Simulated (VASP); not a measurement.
# Al9H in VASP: further runs

Al9H is run at these levels: PBE; tasks: single point.

Everything below comes from runs of VASP 6.6.1. Logs are shortened: lines on timing, memory, paths and dates and some standing lists are left out, and cuts for length are marked.

## 1. The cell of the first run

The cell holds a slab with vacuum, 20 atoms: a = 5.709 Å, b = 9.808 Å, c = 22.790 Å, α = 90.00°, β = 90.00°, γ = 98.37°.

## 2. Single point, PBE

The input, INCAR:

```
  ALGO = Normal
  DIPOL = 0.5 0.5 0.300
  EDIFF = 1E-6
  ENCUT = 520
  GGA = PE
  IDIPOL = 3
  ISIF = 2
  ISMEAR = 0
  LASPH = True
  LCHARG = False
  LDIPOL = True
  LREAL = Auto
  LWAVE = False
  NBANDS = 44
  NELM = 60
  PREC = Accurate
  SIGMA = 0.1
```

The input, KPOINTS:

```
k-points
0
Gamma
  5 3 1
```

The input, POSCAR:

```
Al9H
1.0
    5.7086446660      0.0000000000      0.0000000000
   -1.4271611665      9.7033329366      0.0000000000
    0.0000000000      0.0000000000     22.7902708839
Al H
18 2
Direct
    0.2662242802      0.0648971207      0.1755134908
    0.7662242802      0.0648971207      0.1755134908
    0.3354843969      0.3419375876      0.2192156219
    0.8354843969      0.3419375876      0.2192156219
    0.1493364202      0.5973456810      0.2279560482
    0.6493364202      0.5973456810      0.2279560482
    0.4631884436      0.8527537744      0.2366964744
    0.9631884436      0.8527537744      0.2366964744
    0.0319869115      0.1277383811      0.2808269846
    0.5319869115      0.1277383811      0.2808269846
    0.0997952748      0.4042696946      0.3301089530
    0.5997952748      0.4042696946      0.3301089530
    0.4144272444      0.6597110304      0.3369829646
    0.9144272444      0.6597110304      0.3369829646
    0.2263180843      0.9111292163      0.3449343063
    0.7263180843      0.9111292163      0.3449343063
    0.2962616061      0.1814597108      0.3857027821
    0.7962616061      0.1814597108      0.3857027821
    0.6062804321      0.3304204432      0.4616123669
    0.6062804321      0.5189453154      0.4616123669
```

Potentials or basis: VASP PAW PBE potentials, release 64 (Al, H).

The run is started by

```sh
> cat potpaw_PBE.64/Al/POTCAR potpaw_PBE.64/H/POTCAR > POTCAR
> mpirun -np 1 vasp_std > vasp.out
```

OUTCAR:

```text
EDIFF = 1E-6
   ENCUT = 520
   GGA = PE
   ISIF = 2
   ISMEAR = 0
   LASPH = True
   LREAL = Auto
   NELM = 60
   PREC = Accurate

 ion  position               nearest neighbor table
   1  0.266  0.065  0.176-   2 2.85   2 2.85   9 2.86  10 2.86   3 2.87   7 2.87   8 2.87
   2  0.766  0.065  0.176-   1 2.85   1 2.85  10 2.86   9 2.86   4 2.87   8 2.87   7 2.87
   3  0.335  0.342  0.219-   4 2.85   4 2.85   1 2.87   6 2.87   5 2.87   9 2.89  10 2.89  12 2.96
                            11 2.97
   4  0.835  0.342  0.219-   3 2.85   3 2.85   2 2.87   5 2.87   6 2.87  10 2.89   9 2.89  11 2.96
                            12 2.97
   5  0.149  0.597  0.228-   6 2.85   6 2.85   8 2.87   4 2.87   7 2.87   3 2.87  13 2.93  14 2.93
                            11 2.99
   6  0.649  0.597  0.228-   5 2.85   5 2.85   7 2.87   3 2.87   8 2.87   4 2.87  14 2.93  13 2.93
                            12 2.99
   7  0.463  0.853  0.237-  10 2.85   8 2.85   8 2.85   6 2.87   5 2.87   1 2.87   2 2.87  16 2.90
                            15 2.91  13 2.96
   8  0.963  0.853  0.237-   9 2.85   7 2.85   7 2.85   5 2.87   6 2.87   2 2.87   1 2.87  15 2.90
                            16 2.91  14 2.96
   9  0.032  0.128  0.281-  18 2.83  17 2.83   8 2.85  10 2.85  10 2.85   1 2.86   2 2.86   3 2.89
                             4 2.89  11 2.91  15 2.93  16 2.93
  10  0.532  0.128  0.281-  17 2.83  18 2.83   7 2.85   9 2.85   9 2.85   2 2.86   1 2.86   4 2.89
                             3 2.89  12 2.91  16 2.93  15 2.93
  11  0.100  0.404  0.330-  12 2.85  12 2.85  14 2.86  13 2.87  18 2.88  17 2.89   9 2.91   4 2.96
                             3 2.97   5 2.99
  12  0.600  0.404  0.330-  11 2.85  11 2.85  13 2.86  14 2.87  17 2.88  18 2.89  10 2.91   3 2.96
                             4 2.97   6 2.99
  13  0.414  0.660  0.337-  16 2.83  15 2.83  14 2.85  14 2.85  12 2.86  11 2.87   5 2.93   6 2.93
                             7 2.96
  14  0.914  0.660  0.337-  15 2.83  16 2.83  13 2.85  13 2.85  11 2.86  12 2.87   6 2.93   5 2.93
                             8 2.96
  15  0.226  0.911  0.345-  17 2.78  14 2.83  13 2.83  16 2.85  16 2.85   8 2.90   7 2.91   9 2.93
                            10 2.93
  16  0.726  0.911  0.345-  18 2.78  13 2.83  14 2.83  15 2.85  15 2.85   7 2.90   8 2.91  10 2.93
                             9 2.93
  17  0.296  0.181  0.386-  15 2.78  10 2.83   9 2.83  18 2.85  18 2.85  12 2.88  11 2.89
  18  0.796  0.181  0.386-  16 2.78   9 2.83  10 2.83  17 2.85  17 2.85  11 2.88  12 2.89
  19  0.606  0.330  0.462-
  20  0.606  0.519  0.462-

  LATTYP: Found a simple monoclinic cell.
 ALAT       =     5.7086446660
 B/A-ratio  =     3.9922384764
 C/A-ratio  =     1.7180478088
 COS(beta)  =    -0.1455139949

  Lattice vectors:

 A1 = (   5.7086446660,   0.0000000000,   0.0000000000)
 A2 = (   0.0000000000,   0.0000000000, -22.7902708839)
 A3 = (  -1.4271611665,   9.7033329366,   0.0000000000)

Analysis of symmetry for initial positions (statically):
=====================================================================
 Subroutine PRICEL returns:
 Original cell was already a primitive cell.

 Routine SETGRP: Setting up the symmetry group for a
 simple monoclinic supercell.

 Subroutine GETGRP returns: Found  1 space group operations
 (whereof  1 operations were pure point group operations)
 out of a pool of  4 trial point group operations.

The static configuration has the point symmetry C_1 .

Analysis of symmetry for dynamics (positions and initial velocities):
=====================================================================
 Subroutine PRICEL returns:
 Original cell was already a primitive cell.

 Routine SETGRP: Setting up the symmetry group for a
 simple monoclinic supercell.

 Subroutine GETGRP returns: Found  1 space group operations
 (whereof  1 operations were pure point group operations)
 out of a pool of  4 trial point group operations.

The dynamic configuration has the point symmetry C_1 .

 Subroutine INISYM returns: Found  1 space group operations
 (whereof  1 operations are pure point group operations),
 and found     1 'primitive' translations

----------------------------------------------------------------------------------------

                                     Primitive cell

  volume of cell :    1262.4187

  direct lattice vectors                    reciprocal lattice vectors
     5.708644666  0.000000000  0.000000000     0.175172928  0.025764343  0.000000000
    -1.427161166  9.703332937  0.000000000     0.000000000  0.103057373  0.000000000
     0.000000000  0.000000000 22.790270884     0.000000000  0.000000000  0.043878373

[... 61 lines left out ...]
     0.000000000  0.000000000  0.043878373     0.000000000  0.000000000  1.000000000

  Length of vectors
     0.035411499  0.034352458  0.043878373

  Shift w.r.t. Gamma in fractional coordinates (k-lattice)
     0.000000000  0.000000000  0.000000000

 Subroutine IBZKPT returns following result:
 ===========================================

 Found      8 irreducible k-points:

 Following reciprocal coordinates:
            Coordinates               Weight
  0.000000  0.000000  0.000000      1.000000
  0.200000  0.000000  0.000000      2.000000
  0.400000  0.000000  0.000000      2.000000
  0.000000  0.333333  0.000000      2.000000
  0.200000  0.333333  0.000000      2.000000
  0.400000  0.333333  0.000000      2.000000
 -0.400000  0.333333  0.000000      2.000000
 -0.200000  0.333333  0.000000      2.000000
   k-points           NKPTS =      8   k-points in BZ     NKDIM =      8   number of bands    NBANDS=     44
   number of dos      NEDOS =    301   number of ions     NIONS =     20
   total plane-waves  NPLWV = 604800
   dimension x,y,z NGX =    42 NGY =   80 NGZ =  180
   dimension x,y,z NGXF=    84 NGYF=  160 NGZF=  360
   ions per type =              18   2
   NGX,Y,Z   is equivalent  to a cutoff of  12.23, 13.56, 13.13 a.u.
   NGXF,Y,Z  is equivalent  to a cutoff of  24.46, 27.12, 26.26 a.u.
 SYSTEM =  unknown system
   PREC   = accura    normal or accurate (medium, high low for compatibility)
   ISTART =      0    job   : 0-new  1-cont  2-samecut
   ICHARG =      2    charge: 1-file 2-atom 10-const
   ISPIN  =      1    spin polarized calculation?
   LNONCOLLINEAR =      F non collinear calculations
   LSORBIT =      F    spin-orbit coupling
   LASPH  =      T    aspherical Exc in radial PAW
   ENCUT  =  520.0 eV  38.22 Ry    6.18 a.u.  10.61 18.24 42.37*2*pi/ulx,y,z
   NELM   =     60;   NELMIN=  2; NELMDL= -5     # of ELM steps
   EDIFF  = 0.1E-05   stopping-criterion for ELM
   LREAL  =      T    real-space projection
   EDIFFG = 0.1E-04   stopping-criterion for IOM
   NSW    =      0    number of steps for IOM
   IBRION =     -1    ionic relax: 0-MD 1-quasi-New 2-CG
   NFREE  =      0    steps in history (QN), initial steepest desc. (CG)
   ISIF   =      2    stress and relaxation
   ISYM   =      2    0-nonsym 1-usesym 2-fastsym
   POTIM  = 0.5000    time-step for ionic-motion
   TEBEG  =    0.0;   TEEND  =   0.0 temperature during run
   PSTRESS=    0.0 pullay stress
   NELECT =      56.0000    total number of electrons
   NUPDOWN=      -1.0000    fix difference up-down
   EMIN   =  10.00;   EMAX   =-10.00  energy-range for DOS
   EFERMI =   0.00;   METHOD = LEGACY
   ISMEAR =     0;   SIGMA  =   0.10  broadening in eV -4-tet -1-fermi 0-gaus
   EFERMI_NEDOS =   21; number of points for ismear=-14 and -15
   IALGO  =     38    algorithm
   IMIX   =      4    mixing-type and parameters
     AMIX     =   0.40;   BMIX     =  1.00
     AMIX_MAG =   1.60;   BMIX_MAG =  1.00
  volume/ion in A,a.u.               =      63.12       425.96
  Fermi-wavevector in a.u.,A,eV,Ry     =   0.579522  1.095137  4.569454  0.335845
  Thomas-Fermi vector in A             =   1.623262
   LORBIT       =      0    0 simple, 1 ext, 2 COOP (PROOUT), +10 PAW based schemes
   GGA     = PE    functional components
   LHFCALC =     F    Hartree Fock is set to
   AEXX    =    0.0000 exact exchange contribution
   IVDW    =     0    specifies the selected vdW correction
   LEPSILON=     F    determine dielectric tensor
   LRPA    =     F    only Hartree local field effects (RPA)
 non-spin polarized calculation
 Gauss-broadening in eV      SIGMA  =   0.10
  energy-cutoff  :      520.00
  volume of cell :     1262.42
 maximum number of plane-waves:     34026
   NGX = 21   NGY = 37   NGZ = 85

 number of electron      55.9999999 magnetization

 dipolmoment           0.000000      0.000000      0.242419 electrons x Angstroem

 Free energy of the ion-electron system (eV)
  ---------------------------------------------------
  ext. energy  EPLUGINS =         0.00000000
  ---------------------------------------------------
  free energy    TOTEN  =       -64.76249204 eV

  energy without entropy =      -64.70731653  energy(sigma->0) =      -64.73490428

 E-fermi :  -1.4787     XC(G=0):  -3.4235

 val. band max:       -1.5049435784   @ k =   0.0000   0.3333   0.0000
 cond. band min:      -1.4733507548   @ k =   0.2000   0.0000   0.0000
 fundamental gap:      0.0315928236
 Fermi energy:        -1.4786999450

 k-point     1 :       0.0000    0.0000    0.0000
  band No.  band energies     occupation
      1     -11.5473      2.00000
      2     -10.0134      2.00000
      3      -9.9010      2.00000
      4      -9.2684      2.00000
      5      -7.4471      2.00000
      6      -7.4454      2.00000
[... 333 lines left out ...]
     39       0.6273      0.00000
     40       0.7736      0.00000
 [bands above 40 left out]

------------------------ aborting loop because EDIFF is reached ----------------------------------------

 vacuum level on the upper side and lower side of the slab       (xc-potential included)         0.289        -0.486

  FORCE on cell =-STRESS in cart. coord.  units (eV):
  Direction    XX          YY          ZZ          XY          YZ          ZX
  --------------------------------------------------------------------------------------
  -------------------------------------------------------------------------------------
  Total      -12.6867636    -16.4493257     -2.1516077      0.8276132     -1.1072075      0.1368035
  in kB      -16.1011909    -20.8763828     -2.7306764      1.0503512     -1.4051937      0.1736218
  external PRESSURE =     -13.2360834 kB  Pullay stress =       0.0000000 kB

 VOLUME and BASIS-vectors are now :
 -----------------------------------------------------------------------------
  energy-cutoff  :      520.00
  volume of cell :     1262.42
      direct lattice vectors                 reciprocal lattice vectors
     5.708644666  0.000000000  0.000000000     0.175172928  0.025764343  0.000000000
    -1.427161166  9.703332937  0.000000000     0.000000000  0.103057373  0.000000000
     0.000000000  0.000000000 22.790270884     0.000000000  0.000000000  0.043878373

 POSITION                                       TOTAL-FORCE (eV/Angst)
 -----------------------------------------------------------------------------------
      1.42716      0.62972      4.00000        -0.102250      0.121357      0.006536
      4.28148      0.62972      4.00000         0.099438      0.172110      0.002447
      1.42716      3.31793      4.99598         0.034152      0.030261      0.062223
      4.28148      3.31793      4.99598        -0.021956      0.023253      0.012122
     -0.00000      5.79624      5.19518        -0.003212     -0.103505      0.052476
      2.85432      5.79624      5.19518        -0.005627     -0.147301      0.059115
[... 12 lines left out ...]
      2.98948      3.20618     10.52027        -0.197795      1.207364     -0.641583
      2.72042      5.03550     10.52027         0.260560     -1.637717     -0.321661
 -----------------------------------------------------------------------------------
    total drift:                               -0.005579     -0.031810     -0.004318

  FREE ENERGIE OF THE ION-ELECTRON SYSTEM (eV)
  ---------------------------------------------------
  free  energy   TOTEN  =       -64.7624920406 eV

  energy  without entropy=      -64.7073165276  energy(sigma->0) =      -64.73490428

 vacuum level on the upper side and lower side of the slab         3.423         2.630
```

Wall time 12 min (1 thread of Intel Xeon 6975P-C (Granite Rapids), shared host); peak memory 1.2 GiB.

What came out:

* Free energy: -64.7625 eV
* Largest force: 1.689 eV/Å
* Band gap on the k mesh: zero (bands 28 and 29 overlap by 0.72 eV)

Forces in eV/Å, atoms in the order of the input:
```
Al  -0.102  0.121  0.007
Al   0.099  0.172  0.002
Al   0.034  0.030  0.062
Al  -0.022  0.023  0.012
Al  -0.003 -0.104  0.052
Al  -0.006 -0.147  0.059
Al  -0.030 -0.067 -0.102
Al   0.022 -0.054 -0.118
Al   0.006 -0.020 -0.069
Al  -0.019  0.086  0.061
Al   0.022 -0.039  0.018
Al  -0.008  0.034  0.127
Al   0.022 -0.089  0.136
Al  -0.023 -0.072  0.080
Al  -0.003  0.032  0.007
Al   0.006  0.045  0.039
Al   0.050  0.189  0.217
Al  -0.109  0.287  0.370
H   -0.198  1.207 -0.642
H    0.261 -1.638 -0.322
```

## 3. Single point, PBE

The input, INCAR:

```
PREC = Accurate
ENCUT = 520
EDIFF = 1E-6
ISMEAR = 0
SIGMA = 0.1
LREAL = Auto
LASPH = T
NELM = 60
ALGO = Normal
ISIF = 2
LWAVE = F
LCHARG = T
LDIPOL = T
IDIPOL = 3
DIPOL = 0.5 0.5 0.299
GGA = PE
LELF = T
LVHAR = T
LVACPOTAV = T
NBANDS = 44
```

The input, KPOINTS:

```
regular mesh
0
Gamma
  5 3 1
```

Edit POSCAR of step 2 so:

```diff
@@ -26,3 +26,3 @@
     0.7962616061      0.1814597108      0.3857027821
-    0.6062804321      0.3304204432      0.4616123669
-    0.6062804321      0.5189453154      0.4616123669
+    0.6062804321      0.2895852829      0.4475712876
+    0.6062804321      0.5597804756      0.4475712876
```

Potentials or basis: VASP PAW PBE potentials, release 64 (Al, H).

The run is started by

```sh
> cat potpaw_PBE.64/Al/POTCAR potpaw_PBE.64/H/POTCAR > POTCAR
> mpirun -np 1 vasp_std > vasp.out
```

Wall time 25 min (1 thread of AMD EPYC 7R43 (Zen 3), shared host); peak memory 1.2 GiB.

The run converged. Its results:

| Item | Value |
| --- | --- |
| Free energy | -65.0747 eV |
| Largest force | 1.430 eV/Å |
| Band gap on the k mesh | zero (bands 28 and 29 overlap by 0.61 eV) |

Forces in eV/Å, atoms in the order of the input:
```
Al  -0.271  0.121 -0.074
Al   0.282  0.227 -0.033
Al  -0.005 -0.018 -0.012
Al   0.008 -0.016 -0.073
Al  -0.024 -0.035  0.002
Al   0.023 -0.137  0.129
Al  -0.097 -0.033 -0.075
Al   0.059 -0.039 -0.156
Al   0.041 -0.066 -0.162
Al  -0.051  0.165  0.231
Al   0.003 -0.115 -0.010
Al  -0.004  0.082  0.200
Al   0.109 -0.115  0.547
Al  -0.050 -0.047  0.306
Al  -0.011  0.023  0.021
Al   0.033  0.051  0.104
Al   0.039  0.286  0.381
Al  -0.265  0.553  0.812
H    0.226 -0.867 -1.115
H   -0.044 -0.019 -1.023
```

Levels at points of the mesh, in eV from the Fermi level:
```
           k point  band 25  band 26  band 27  band 28  band 29  band 30  band 31  band 32
(0.00, 0.00, 0.00)    -1.05    -0.96    -0.71    -0.56    -0.43    -0.24     0.03     0.43
```

The gap in the log of VASP goes by the Fermi energy; the results here count the filled bands.